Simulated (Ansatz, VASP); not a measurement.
# One calculation of Li, two programs

The input INCAR:

```
SYSTEM = Li
PREC = Accurate ; ENCUT = 600
EDIFF = 1E-6 ; ISMEAR = -1
SIGMA = 0.15 ; LREAL = .False.
LASPH = .True. ; NELM = 100
ALGO = Normal ; ISIF = 3
LWAVE = .False. ; LCHARG = .False.
GGA = B5 ; ALDAX = 1.0
AGGAX = 1.0 ; AGGAC = 1.0
ALDAC = 0.0 ; IVDW = 12
VDW_S6 = 1.0 ; VDW_S8 = 2.6996
VDW_A1 = 0.4298 ; VDW_A2 = 4.2359
IBRION = 2 ; NSW = 80
EDIFFG = -0.01
```

Contents of KPOINTS:

```
Automatic mesh
0
Gamma
  5 5 5
  0 0 0
```

POSCAR

```
Li
1.0
    4.4544400000      0.0000000000      0.0000000000
    0.0000000000      4.4544400000      0.0000000000
    0.0000000000      0.0000000000      4.4544400000
Li
4
Direct
    0.8745680000      0.1254320000      0.6254320000
    0.3745680000      0.3745680000      0.3745680000
    0.1254320000      0.6254320000      0.8745680000
    0.6254320000      0.8745680000      0.1254320000
```

Input for Ansatz:

```yaml
crystal:
  lattice:
    - [4.45444, 0.0, 0.0]
    - [0.0, 4.45444, 0.0]
    - [0.0, 0.0, 4.45444]
  atoms:
    - { symbol: Li, position: [0.874568, 0.125432, 0.6254320000000001] }
    - { symbol: Li, position: [0.374568, 0.374568, 0.374568] }
    - { symbol: Li, position: [0.125432, 0.6254320000000001, 0.874568] }
    - { symbol: Li, position: [0.6254320000000001, 0.874568, 0.125432] }
basis:
  ecutwfc: 450.0
kpoints:
  mp_grid:
    grid: [5, 5, 5]
hamiltonian:
  xc: blyp
  dispersion: d3bj
scf:
  occupations:
    method: fermi_dirac
    width: 0.15
relax:
  f_tol: 0.01
  cell: {}
```

Alike in both runs: task relaxation of cell and atoms; functional BLYP; dispersion D3(BJ); k mesh 5 × 5 × 5; occupations fermi-dirac, width 0.15 eV; no spin polarisation.

|  | VASP | Ansatz |
| --- | --- | --- |
| version | VASP 6.6.1 | Ansatz 0.2.0 |
| potentials or method | VASP PAW PBE potentials, release 64 (Li_sv), cutoff 600 eV | plane waves, PAW |
| valence electrons in the cell | 12 | 12 |

Ansatz gave:

* relaxed volume (Å³/atom): 15.60
* relaxed cell length with the largest relative difference (Å): 3.967

**Question.** What did VASP give for the same quantities?

**Answer.** Relaxed volume (Å³/atom): 15.98; relaxed cell length with the largest relative difference (Å): 3.998.

VASP's potentials were made for PBE, not for BLYP.

Noted on VASP's run: the cutoff is short for stress, so the pressure is rough; the volume moved by over 15 % at a fixed basis, so the end points are rough.
